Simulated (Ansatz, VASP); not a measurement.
## Two plane-wave programs on Ru

```
CELL_PARAMETERS angstrom
2.49144 0.00000 0.00000
0.00000 2.49144 0.00000
0.00000 0.00000 2.49144
ATOMIC_POSITIONS crystal
Ru 0.00000 0.00000 0.00000
```

Alike in both runs: functional r2SCAN; k mesh 13 × 13 × 13; occupations fermi-dirac, width 0.1 eV; no spin polarisation.

Ansatz relaxed the structure, and its values are those at the end. VASP's run is a single point on that final structure, the one shown.

|  | VASP | Ansatz |
| --- | --- | --- |
| version | VASP 6.6.1 | Ansatz 0.2.0 |
| potentials or method | VASP PAW PBE potentials, release 64 (Ru_sv), cutoff 620 eV | plane waves (500 eV) with PAW, scalar-relativistic |
| valence electrons in the cell | 16 | 16 |

Ansatz gave:

- pressure (GPa): 0.0

**Question.** Which values does VASP return?

**Answer.** Pressure (GPa): 0.2.

VASP's potentials were made for PBE, not for r2SCAN.
